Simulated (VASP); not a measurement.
Wanted: the native input for a VASP 6.6.1 run.

```yaml
Task: single point
Functional: PBE
Potentials_or_basis: VASP PAW PBE potentials, release 64 (Ta_pv)
Cutoff: 520 eV
k_mesh: 16 × 16 × 9
Occupations: fermi-dirac, width 0.08 eV
Spin: no spin polarisation
Dipole_correction: no
Further_INCAR_settings: ALGO = Normal; EDIFF = 1e-06; NBANDS = 18
```

The structure of Ta lies in POSCAR:

```
Ta
1.0
    2.7235668300      0.0000000000      0.0000000000
   -1.3617834150      2.3586780637      0.0000000000
    0.0000000000      0.0000000000      4.7773908494
Ta
2
Direct
    0.3333333333      0.6666666667      0.2500000000
    0.6666666667      0.3333333333      0.7500000000
```

One way to write it, as run:

INCAR

```
PREC = Accurate
ENCUT = 520
EDIFF = 1E-6
ISMEAR = -1
SIGMA = 0.08
LREAL = F
LASPH = T
NELM = 100
ALGO = Normal
ISIF = 2
LWAVE = F
LCHARG = T
GGA = PE
LELF = T
LVHAR = T
NBANDS = 18
```

KPOINTS

```
Automatic mesh
0
Gamma
  16 16 9
```

Potentials or basis: VASP PAW PBE potentials, release 64 (Ta_pv).

Run with:

```console
$ cat potpaw_PBE.64/Ta_pv/POTCAR > POTCAR
$ mpirun -np 1 vasp_std > vasp.out
```

Results of the run:

| Item | Value |
| --- | --- |
| Pressure | 55.1 GPa |
| Band gap on the k mesh | zero (band 11 reaches 9.28 eV, above the bottom of band 12 at 6.50 eV) |

Caveat: spin-orbit coupling is left out, which moves the levels of the heavy elements.

Run time: 71 s on 1 thread of Intel(R) Xeon(R) Platinum 8375C CPU @ 2.90GHz (Ice Lake) (shared host), peak memory 0.19 GiB.
